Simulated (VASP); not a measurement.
Na4Er, 5 atoms in the cell. Symmetry: Pm-3m, No. 221, cubic system. The conventional cell has a = 6.533 Å, b = 6.533 Å, c = 6.533 Å, α = 90.00°, β = 90.00°, γ = 90.00°. Na (site symmetry 4/mmm) has 2 Er at 3.27 Å within 4.3 Å. Er (site symmetry m-3m) has 6 Na at 3.27 Å within 4.3 Å. The cell was generated, and may not be a known phase.

* Program: VASP 6.6.1
* Task: single point
* Functional: PBE
* Potentials or basis: VASP PAW PBE potentials, release 64 (Na_pv, Er)
* Cutoff: 690 eV
* k mesh: 6 × 6 × 6
* Occupations: gaussian, width 0.1 eV
* Spin: no spin polarisation
* Dipole correction: no
* Second try: not_converged
* Further INCAR settings: ALGO = All; EDIFF = 1e-06; NBANDS = 33

Potentials or basis: VASP PAW PBE potentials, release 64 (Na_pv, Er).

Run with:

```bash
$ cat potpaw_PBE.64/Na_pv/POTCAR potpaw_PBE.64/Er/POTCAR > POTCAR
$ mpirun -np 4 vasp_std > vasp.out
```

Hardware: 4 MPI ranks on Intel(R) Xeon(R) Platinum 8259CL CPU @ 2.50GHz (Skylake/Cascade Lake), with other jobs on the host.

Problem. How long does it take, and how much memory?

Solution. Wall time 17 min on 4 MPI ranks on Intel(R) Xeon(R) Platinum 8259CL CPU @ 2.50GHz (Skylake/Cascade Lake), with other jobs on the host, peak memory 0.82 GiB a rank. Counts: scf iterations 87, k points 20.
